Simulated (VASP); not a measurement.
# SiO2 (P6_422) in VASP: further runs

Runs on SiO2. Level: r2SCAN. Tasks: single point.

Everything below comes from runs of VASP 6.6.1. Logs are shortened: lines on timing, memory, paths and dates and some standing lists are left out, and cuts for length are marked.

**1. The cell of the first run**

It takes space group P6_422 (No. 181, hexagonal). Conventional cell: a = 4.958 Å, b = 4.958 Å, c = 5.608 Å, α = 90.00°, β = 90.00°, γ = 120.00°. Within 2.1 Å of Si (site symmetry 222) lie 4 O at 1.60 Å. O (site symmetry 2) has 2 Si at 1.60 Å within 2.1 Å.

**2. Single point, r2SCAN (biaxial strain in the a-b plane: -2.0 %)**

Input file POSCAR:

```
SiO2
1.0
    4.9584842855      0.0000000000      0.0000000000
   -2.4792421427      4.2941733555      0.0000000000
    0.0000000000      0.0000000000      5.6075786553
Si O
3 6
Direct
    0.0000000000      0.5000000000      0.3333333333
    0.5000000000      0.5000000000      0.6666666667
    0.5000000000      0.0000000000      0.0000000000
    0.5854110037      0.7927055019      0.8333333333
    0.7927055019      0.5854110037      0.5000000000
    0.7927055019      0.2072944981      0.1666666667
    0.4145889963      0.2072944981      0.8333333333
    0.2072944981      0.4145889963      0.5000000000
    0.2072944981      0.7927055019      0.1666666667
```

Input file INCAR.step1:

```
PREC = Accurate ; ENCUT = 520
ISMEAR = 0 ; SIGMA = 0.02
LREAL = F ; LASPH = T
NELM = 100 ; NBANDS = 34
GGA = PE ; ALGO = Normal
EDIFF = 1E-4 ; LWAVE = T
LCHARG = F
```

Input file INCAR.step2:

```
PREC = Accurate ; ENCUT = 520
EDIFF = 1E-6 ; ISMEAR = 0
SIGMA = 0.02 ; LREAL = F
LASPH = T ; NELM = 100
ALGO = Normal ; ISIF = 2
LWAVE = F ; LCHARG = F
METAGGA = R2SCAN ; LMIXTAU = T
NBANDS = 34 ; ISTART = 1
```

Input file KPOINTS:

```
Automatic mesh
0
Gamma
  6 6 4
```

Potentials or basis: VASP PAW PBE potentials, release 64 (Si, O).

Started as:

```console
$ cat potpaw_PBE.64/Si/POTCAR potpaw_PBE.64/O/POTCAR > POTCAR
$ cp INCAR.step1 INCAR
$ mpirun -np 1 vasp_std > vasp.out
$ cp INCAR.step2 INCAR
$ mpirun -np 1 vasp_std > vasp.out
```

OUTCAR:

```text
PREC = Accurate
   ENCUT = 520
   EDIFF = 1E-6
   ISMEAR = 0
   LREAL = F
   LASPH = T
   NELM = 100
   ISIF = 2
   METAGGA = R2SCAN
   ISTART = 1

 ion  position               nearest neighbor table
   1  0.000  0.500  0.333-   6 1.60   9 1.60   8 1.60   5 1.60   3 3.10   3 3.10   2 3.10   2 3.10

   2  0.500  0.500  0.667-   4 1.60   7 1.60   5 1.60   8 1.60   3 3.10   3 3.10   1 3.10   1 3.10

   3  0.500  0.000  0.000-   4 1.60   7 1.60   6 1.60   9 1.60   2 3.10   2 3.10   1 3.10   1 3.10

   4  0.585  0.793  0.833-   3 1.60   2 1.60
   5  0.793  0.585  0.500-   1 1.60   2 1.60
   6  0.793  0.207  0.167-   1 1.60   3 1.60
   7  0.415  0.207  0.833-   3 1.60   2 1.60
   8  0.207  0.415  0.500-   1 1.60   2 1.60
   9  0.207  0.793  0.167-   1 1.60   3 1.60

  LATTYP: Found a hexagonal cell.
 ALAT       =     4.9584842855
 C/A-ratio  =     1.1309058036

  Lattice vectors:

 A1 = (   4.9584842855,   0.0000000000,   0.0000000000)
 A2 = (  -2.4792421427,   4.2941733555,   0.0000000000)
 A3 = (   0.0000000000,   0.0000000000,   5.6075786553)

Analysis of symmetry for initial positions (statically):
=====================================================================
 Subroutine PRICEL returns:
 Original cell was already a primitive cell.

 Routine SETGRP: Setting up the symmetry group for a
 hexagonal supercell.

 Subroutine GETGRP returns: Found 12 space group operations
 (whereof  4 operations were pure point group operations)
 out of a pool of 24 trial point group operations.

The static configuration has the point symmetry D_2 .
 The point group associated with its full space group is D_6 .

Analysis of symmetry for dynamics (positions and initial velocities):
=====================================================================
 Subroutine PRICEL returns:
 Original cell was already a primitive cell.

 Routine SETGRP: Setting up the symmetry group for a
 hexagonal supercell.

 Subroutine GETGRP returns: Found 12 space group operations
 (whereof  4 operations were pure point group operations)
 out of a pool of 24 trial point group operations.

The dynamic configuration has the point symmetry D_2 .
 The point group associated with its full space group is D_6 .

 Subroutine INISYM returns: Found 12 space group operations
 (whereof  4 operations are pure point group operations),
 and found     1 'primitive' translations

----------------------------------------------------------------------------------------

                                     Primitive cell

  volume of cell :     119.3999

  direct lattice vectors                    reciprocal lattice vectors
     4.958484285  0.000000000  0.000000000     0.201674532  0.116436846  0.000000000
    -2.479242143  4.294173355  0.000000000     0.000000000  0.232873691  0.000000000
     0.000000000  0.000000000  5.607578655     0.000000000  0.000000000  0.178330089

  length of vectors
     4.958484285  4.958484285  5.607578655     0.232873691  0.232873691  0.178330089

  position of ions in fractional coordinates (direct lattice)
     0.000000000  0.500000000  0.333333333
     0.500000000  0.500000000  0.666666667
     0.500000000  0.000000000  0.000000000
     0.585411004  0.792705502  0.833333333
     0.792705502  0.585411004  0.500000000
     0.792705502  0.207294498  0.166666667
     0.414588996  0.207294498  0.833333333
     0.207294498  0.414588996  0.500000000
     0.207294498  0.792705502  0.166666667

  ion indices of the primitive-cell ions
   primitive index   ion index
                 1           1
                 2           2
                 3           3
                 4           4
                 5           5
                 6           6
                 7           7
                 8           8
                 9           9

----------------------------------------------------------------------------------------

 KPOINTS: Automatic mesh

Automatic generation of k-mesh.
 Grid dimensions read from file:
 generate k-points for:    6    6    4

 Generating k-lattice:

  Cartesian coordinates                     Fractional coordinates (reciprocal lattice)
     0.033612422  0.019406141  0.000000000     0.166666667  0.000000000  0.000000000
     0.000000000  0.038812282  0.000000000     0.000000000  0.166666667  0.000000000
     0.000000000  0.000000000  0.044582522     0.000000000  0.000000000  0.250000000

  Length of vectors
     0.038812282  0.038812282  0.044582522

  Shift w.r.t. Gamma in fractional coordinates (k-lattice)
     0.000000000  0.000000000  0.000000000

 Subroutine IBZKPT returns following result:
 ===========================================

 Found     21 irreducible k-points:

 Following reciprocal coordinates:
            Coordinates               Weight
  0.000000  0.000000  0.000000      1.000000
  0.166667 -0.000000  0.000000      6.000000
  0.333333 -0.000000  0.000000      6.000000
  0.500000 -0.000000  0.000000      3.000000
  0.166667  0.166667  0.000000      6.000000
  0.333333  0.166667  0.000000     12.000000
[... 13 lines left out ...]
  0.333333  0.166667  0.500000     12.000000
  0.333333  0.333333  0.500000      2.000000
   k-points           NKPTS =     21   k-points in BZ     NKDIM =     21   number of bands    NBANDS=     34
   number of dos      NEDOS =    301   number of ions     NIONS =      9
   total plane-waves  NPLWV =  67200
   dimension x,y,z NGX =    40 NGY =   40 NGZ =   42
   dimension x,y,z NGXF=    80 NGYF=   80 NGZF=   84
   ions per type =               3   6
   NGX,Y,Z   is equivalent  to a cutoff of  13.41, 13.41, 12.45 a.u.
   NGXF,Y,Z  is equivalent  to a cutoff of  26.82, 26.82, 24.90 a.u.
 SYSTEM =  unknown system
   PREC   = accura    normal or accurate (medium, high low for compatibility)
   ISTART =      1    job   : 0-new  1-cont  2-samecut
   ICHARG =      0    charge: 1-file 2-atom 10-const
   ISPIN  =      1    spin polarized calculation?
   LNONCOLLINEAR =      F non collinear calculations
   LSORBIT =      F    spin-orbit coupling
   LASPH  =      T    aspherical Exc in radial PAW
   ENCUT  =  520.0 eV  38.22 Ry    6.18 a.u.   9.22  9.22 10.43*2*pi/ulx,y,z
   NELM   =    100;   NELMIN=  2; NELMDL=  0     # of ELM steps
   EDIFF  = 0.1E-05   stopping-criterion for ELM
   LREAL  =      F    real-space projection
   EDIFFG = 0.1E-04   stopping-criterion for IOM
   NSW    =      0    number of steps for IOM
   IBRION =     -1    ionic relax: 0-MD 1-quasi-New 2-CG
   NFREE  =      0    steps in history (QN), initial steepest desc. (CG)
   ISIF   =      2    stress and relaxation
   ISYM   =      2    0-nonsym 1-usesym 2-fastsym
   POTIM  = 0.5000    time-step for ionic-motion
   TEBEG  =    0.0;   TEEND  =   0.0 temperature during run
   PSTRESS=    0.0 pullay stress
   NELECT =      48.0000    total number of electrons
   NUPDOWN=      -1.0000    fix difference up-down
   EMIN   =  10.00;   EMAX   =-10.00  energy-range for DOS
   EFERMI =   0.00;   METHOD = LEGACY
   ISMEAR =     0;   SIGMA  =   0.02  broadening in eV -4-tet -1-fermi 0-gaus
   EFERMI_NEDOS =   21; number of points for ismear=-14 and -15
   IALGO  =     38    algorithm
   IMIX   =      4    mixing-type and parameters
     AMIX     =   0.40;   BMIX     =  1.00
     AMIX_MAG =   1.60;   BMIX_MAG =  1.00
  volume/ion in A,a.u.               =      13.27        89.53
  Fermi-wavevector in a.u.,A,eV,Ry     =   1.208242  2.283246 19.862450  1.459849
  Thomas-Fermi vector in A             =   2.343856
   LORBIT       =      0    0 simple, 1 ext, 2 COOP (PROOUT), +10 PAW based schemes
   METAGGA = R2SCAN    functional components
   LHFCALC =     F    Hartree Fock is set to
   AEXX    =    0.0000 exact exchange contribution
   IVDW    =     0    specifies the selected vdW correction
   LEPSILON=     F    determine dielectric tensor
   LRPA    =     F    only Hartree local field effects (RPA)
 non-spin polarized calculation
 Gauss-broadening in eV      SIGMA  =   0.02
  energy-cutoff  :      520.00
  volume of cell :      119.40
 maximum number of plane-waves:      3234
 NGX is ok and might be reduce to    40
   NGX = 19   NGY = 19   NGZ = 21

 number of electron      47.9999971 magnetization

 Free energy of the ion-electron system (eV)
  ---------------------------------------------------
  ext. energy  EPLUGINS =         0.00000000
  ---------------------------------------------------
  free energy    TOTEN  =       -89.28109010 eV

  energy without entropy =      -89.28109010  energy(sigma->0) =      -89.28109010

 E-fermi :   0.4551     XC(G=0):  -9.3361

 val. band max:        0.3238728515   @ k =   0.0000   0.0000   0.5000
 cond. band min:       6.6955342008   @ k =   0.0000   0.0000   0.0000
 fundamental gap:      6.3716613494
 Fermi energy:         0.4550688923

 k-point     1 :       0.0000    0.0000    0.0000
  band No.  band energies     occupation
      1     -20.2680      2.00000
      2     -18.8125      2.00000
      3     -18.8125      2.00000
      4     -18.1218      2.00000
      5     -18.0990      2.00000
      6     -18.0990      2.00000
[... 26 lines left out ...]
     33      14.9117      0.00000
     34      14.9205      0.00000

 k-point     2 :       0.1667   -0.0000    0.0000
  band No.  band energies     occupation
      1     -20.1895      2.00000
      2     -18.8975      2.00000
      3     -18.7988      2.00000
      4     -18.1427      2.00000
      5     -18.1154      2.00000
      6     -18.1100      2.00000
[... 26 lines left out ...]
     33      14.5229      0.00000
     34      14.6267      0.00000
[... 664 lines left out ...]
     33      12.9220      0.00000
     34      13.0526      0.00000

 k-point    21 :       0.3333    0.3333    0.5000
  band No.  band energies     occupation
      1     -19.7483      2.00000
      2     -19.0766      2.00000
      3     -19.0766      2.00000
      4     -18.1756      2.00000
      5     -18.1756      2.00000
      6     -18.1635      2.00000
[... 26 lines left out ...]
     33      12.8569      0.00000
     34      12.8662      0.00000

------------------------ aborting loop because EDIFF is reached ----------------------------------------

  FORCE on cell =-STRESS in cart. coord.  units (eV):
  Direction    XX          YY          ZZ          XY          YZ          ZX
  --------------------------------------------------------------------------------------
  -------------------------------------------------------------------------------------
  Total        4.3944945      4.3944945      2.8121987      0.0000000      0.0000000      0.0000000
  in kB       58.9678937     58.9678937     37.7357243      0.0000000      0.0000000      0.0000000
  external PRESSURE =      51.8905039 kB  Pullay stress =       0.0000000 kB

 VOLUME and BASIS-vectors are now :
 -----------------------------------------------------------------------------
  energy-cutoff  :      520.00
  volume of cell :      119.40
      direct lattice vectors                 reciprocal lattice vectors
     4.958484285  0.000000000  0.000000000     0.201674532  0.116436846  0.000000000
    -2.479242143  4.294173355  0.000000000     0.000000000  0.232873691  0.000000000
     0.000000000  0.000000000  5.607578655     0.000000000  0.000000000  0.178330089

 POSITION                                       TOTAL-FORCE (eV/Angst)
 -----------------------------------------------------------------------------------
     -1.23962      2.14709      1.86919         0.000000     -0.000000      0.000000
      1.23962      2.14709      3.73839         0.000000     -0.000000      0.000000
      2.47924      0.00000      0.00000         0.000000     -0.000000      0.000000
      0.93744      3.40401      4.67298         0.148245      0.085590     -0.000000
      2.47924      2.51386      2.80379         0.000000      0.171179      0.000000
      3.41668      0.89016      0.93460         0.148245     -0.085590     -0.000000
      1.54180      0.89016      4.67298        -0.148245     -0.085590     -0.000000
     -0.00000      1.78032      2.80379        -0.000000     -0.171179     -0.000000
     -0.93744      3.40401      0.93460        -0.148245      0.085590     -0.000000
 -----------------------------------------------------------------------------------
    total drift:                                0.000000     -0.000000     -0.000001

  FREE ENERGIE OF THE ION-ELECTRON SYSTEM (eV)
  ---------------------------------------------------
  free  energy   TOTEN  =       -89.2810901000 eV

  energy  without entropy=      -89.2810901000  energy(sigma->0) =      -89.28109010
```

It took 3.9 min on 1 thread of Intel Xeon Platinum 8488C (Sapphire Rapids), shared host; peak memory 0.29 GiB.

Results:

```
Free energy            : -89.2811 eV
Pressure               : 5.2 GPa
Largest force          : 0.171 eV/Å
Band gap on the k mesh : 6.37 eV, indirect (least direct gap 6.51 eV)
```

Forces on the atoms (eV/Å):
```
Si   0.000  0.000  0.000
Si   0.000  0.000  0.000
Si   0.000  0.000  0.000
O    0.148  0.086  0.000
O    0.000  0.171  0.000
O    0.148 -0.086  0.000
O   -0.148 -0.086  0.000
O    0.000 -0.171  0.000
O   -0.148  0.086  0.000
```

Levels at points of the mesh, in eV from the valence-band top:
```csv
k point,band 20,band 21,band 22,band 23,band 24,band 25,band 26,band 27,band 28,band 29
"(0.00, 0.00, 0.00)",-1.11,-1.11,-0.50,-0.50,-0.13,6.37,9.77,9.77,10.23,10.23
"(0.50, 0.00, 0.00)",-1.31,-1.22,-1.10,-0.43,-0.03,8.51,9.42,10.45,10.68,10.84
"(0.00, 0.00, 0.50)",-1.97,-1.17,-0.38,0.00,0.00,8.22,8.22,9.15,10.78,10.78
"(0.50, 0.00, 0.50)",-1.46,-0.99,-0.81,-0.78,-0.34,9.72,9.85,10.15,10.23,10.43
```

Caveat: the cell differs from its parent crystal (biaxial strain in the a-b plane: -2.0 %); the PAW data sets were made with another functional, which shifts forces and pressure a little. A k mesh can miss the band edges.

**3. Single point, r2SCAN (biaxial strain in the a-b plane: -2.0 %, then relaxed in part)**

Input file POSCAR:

```
SiO2
1.0
    4.9584842855      0.0000000000      0.0000000000
   -2.4792421427      4.2941733555      0.0000000000
    0.0000000000      0.0000000000      5.6697036423
Si O
3 6
Direct
    0.0000000000      0.5000000000      0.3333333333
    0.5000000000      0.5000000000      0.6666666667
    0.5000000000      0.0000000000      0.0000000000
    0.5875518494      0.7937759247      0.8333333333
    0.7937759247      0.5875518494      0.5000000000
    0.7937759247      0.2062240753      0.1666666667
    0.4124481506      0.2062240753      0.8333333333
    0.2062240753      0.4124481506      0.5000000000
    0.2062240753      0.7937759247      0.1666666667
```

Input file INCAR.step1:

```
SYSTEM = SiO2
PREC     = Accurate       ! precision mode
ENCUT    = 520            ! plane-wave cutoff, eV
ISMEAR   = 0              ! smearing method
SIGMA    = 0.02           ! smearing width, eV
LREAL    = .False.        ! projectors in reciprocal space
LASPH    = .True.         ! aspherical terms in the spheres
NELM     = 80             ! most SCF steps
NBANDS   = 34             ! bands
GGA      = PE             ! functional
ALGO     = Normal         ! electronic algorithm
EDIFF    = 1E-4           ! SCF threshold, eV
LWAVE    = .True.         ! write WAVECAR
LCHARG   = .False.        ! write CHGCAR
```

Input file INCAR.step2:

```
SYSTEM = SiO2
PREC     = Accurate       ! precision mode
ENCUT    = 520            ! plane-wave cutoff, eV
EDIFF    = 1E-6           ! SCF threshold, eV
ISMEAR   = 0              ! smearing method
SIGMA    = 0.02           ! smearing width, eV
LREAL    = .False.        ! projectors in reciprocal space
LASPH    = .True.         ! aspherical terms in the spheres
NELM     = 80             ! most SCF steps
ALGO     = Normal         ! electronic algorithm
ISIF     = 2              ! what is computed and relaxed
LWAVE    = .False.        ! write WAVECAR
LCHARG   = .False.        ! write CHGCAR
METAGGA  = R2SCAN         ! meta-GGA
LMIXTAU  = .True.       
NBANDS   = 34             ! bands
ISTART   = 1
```

Input file KPOINTS:

```
Automatic mesh
0
Gamma
  6 6 4
  0 0 0
```

Potentials or basis: VASP PAW PBE potentials, release 64 (Si, O).

Started as:

```console
$ cat potpaw_PBE.64/Si/POTCAR potpaw_PBE.64/O/POTCAR > POTCAR
$ cp INCAR.step1 INCAR
$ mpirun -np 1 vasp_std > vasp.out
$ cp INCAR.step2 INCAR
$ mpirun -np 1 vasp_std > vasp.out
```

It took 3.6 min on 1 thread of Intel Xeon Platinum 8488C (Sapphire Rapids), shared host; peak memory 0.29 GiB.

The run converged. Its results:

```yaml
Free_energy: -89.3040 eV
Pressure: 2.2 GPa
Largest_force: 0.012 eV/Å
Band_gap_on_the_k_mesh: 6.28 eV, indirect (least direct gap 6.38 eV)
```

Forces in eV/Å, atoms in the order of the input:
```
Si   0.000  0.000  0.000
Si   0.000  0.000  0.000
Si   0.000  0.000  0.000
O   -0.010 -0.006  0.000
O    0.000 -0.012  0.000
O   -0.010  0.006  0.000
O    0.010  0.006  0.000
O    0.000  0.012  0.000
O    0.010 -0.006  0.000
```

Stress tensor (GPa, compression positive):
```
3.19 0.00 0.00
0.00 3.19 0.00
0.00 0.00 0.23
```

Levels at points of the mesh, in eV from the valence-band top:
| k point | band 21 | band 22 | band 23 | band 24 | band 25 | band 26 | band 27 | band 28 |
| --- | --- | --- | --- | --- | --- | --- | --- | --- |
| (0.00, 0.00, 0.00) | -1.13 | -0.50 | -0.50 | -0.11 | 6.28 | 9.67 | 9.67 | 10.17 |
| (0.50, 0.00, 0.00) | -1.20 | -1.09 | -0.44 | -0.04 | 8.41 | 9.33 | 10.35 | 10.55 |
| (0.00, 0.00, 0.50) | -1.15 | -0.42 | 0.00 | 0.00 | 8.11 | 8.11 | 9.04 | 10.68 |
| (0.50, 0.00, 0.50) | -0.98 | -0.82 | -0.79 | -0.33 | 9.57 | 9.73 | 10.00 | 10.05 |

Caveat: the cell differs from its parent crystal (biaxial strain in the a-b plane: -2.0 %, then relaxed in part); the PAW data sets were made with another functional, which shifts forces and pressure a little.

**4. Single point, r2SCAN**

This run uses another cell than the first one, of 13.41 Å³/atom, 1.011 times its volume.

POSCAR is that of step 3.

Input file INCAR.step1:

```
PREC = Accurate
ENCUT = 520
ISMEAR = 0
SIGMA = 0.02
LREAL = False
LASPH = True
NELM = 60
NBANDS = 34
GGA = PE
ALGO = Normal
EDIFF = 1E-4
LWAVE = True
LCHARG = False
```

Input file INCAR.step2:

```
PREC = Accurate
ENCUT = 520
EDIFF = 1E-6
ISMEAR = 0
SIGMA = 0.02
LREAL = False
LASPH = True
NELM = 60
ALGO = Normal
ISIF = 2
LWAVE = False
LCHARG = False
METAGGA = R2SCAN
LMIXTAU = True
NBANDS = 34
ISTART = 1
```

Input file KPOINTS:

```
Automatic mesh
0
Gamma
  6 6 4
```

Started as:

```console
$ cat potpaw_PBE.64/Si/POTCAR potpaw_PBE.64/O/POTCAR > POTCAR
$ cp INCAR.step1 INCAR
$ mpirun -np 1 vasp_std > vasp.out
$ cp INCAR.step2 INCAR
$ mpirun -np 1 vasp_std > vasp.out
```

It took 3.9 min on 1 thread of Intel Xeon Platinum 8488C (Sapphire Rapids), shared host; peak memory 0.29 GiB.

It converged, with:

- Free energy: -89.3040 eV
- Pressure: 2.2 GPa
- Largest force: 0.012 eV/Å
- Band gap on the k mesh: 6.28 eV, indirect (least direct gap 6.38 eV)

Forces in eV/Å, atoms in the order of the input:
```
Si   0.000  0.000  0.000
Si   0.000  0.000  0.000
Si   0.000  0.000  0.000
O   -0.010 -0.006  0.000
O    0.000 -0.012  0.000
O   -0.010  0.006  0.000
O    0.010  0.006  0.000
O    0.000  0.012  0.000
O    0.010 -0.006  0.000
```

Stress tensor (GPa, compression positive):
```
3.19 0.00 0.00
0.00 3.19 0.00
0.00 0.00 0.23
```

Levels at points of the mesh, in eV from the valence-band top:
| k point | band 21 | band 22 | band 23 | band 24 | band 25 | band 26 | band 27 | band 28 |
| --- | --- | --- | --- | --- | --- | --- | --- | --- |
| (0.00, 0.00, 0.00) | -1.13 | -0.50 | -0.50 | -0.11 | 6.28 | 9.67 | 9.67 | 10.17 |
| (0.50, 0.00, 0.00) | -1.20 | -1.09 | -0.44 | -0.04 | 8.41 | 9.33 | 10.35 | 10.55 |
| (0.00, 0.00, 0.50) | -1.15 | -0.42 | 0.00 | 0.00 | 8.11 | 8.11 | 9.04 | 10.68 |
| (0.50, 0.00, 0.50) | -0.98 | -0.82 | -0.79 | -0.33 | 9.57 | 9.73 | 10.00 | 10.05 |

Caveat: the PAW data sets were made with another functional, which shifts forces and pressure a little.
